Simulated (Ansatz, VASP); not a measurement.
**One calculation of Na4TiO3, two programs**

```
Na Ti O
1.0
     4.12007    0.00000    0.00000
     0.00000    4.12007    0.00000
     0.00000    0.00000    7.53306
Na Ti O
4 1 3
Direct
  0.00000 0.50000 0.50000
  0.50000 0.00000 0.50000
  0.50000 0.50000 0.18553
  0.50000 0.50000 0.81447
  0.00000 0.00000 0.00000
  0.00000 0.50000 0.00000
  0.50000 0.00000 0.00000
  0.50000 0.50000 0.50000
```

Alike in both runs: functional PBE; k mesh 8 × 8 × 4; occupations gaussian, width 0.1 eV; no spin polarisation.

Ansatz relaxed the structure, and its values are those at the end. VASP's run is a single point on that final structure, the one shown.

|  | VASP | Ansatz |
| --- | --- | --- |
| version | VASP 6.6.1 | Ansatz 0.2.0 |
| potentials or method | VASP PAW PBE potentials, release 64 (Na_pv, Ti_sv, O), cutoff 520 eV | scalar-relativistic, plane waves, PAW |
| valence electrons in the cell | 58 | 66 |

|  | VASP | Ansatz | Ansatz less VASP |
| --- | --- | --- | --- |
| gap on the k mesh at the Fermi level (eV) | none | none | - |
| pressure (GPa) | 0.3 | 0.0 | -0.27 |

A gap of «none» marks a metal or a gap that the smearing closes. The functional is the same, so the differences come from potentials, cutoffs and numerics. VASP's potentials hold 58 valence electrons a cell and Ansatz's 66, so a difference there can come from the potentials and not from the codes.
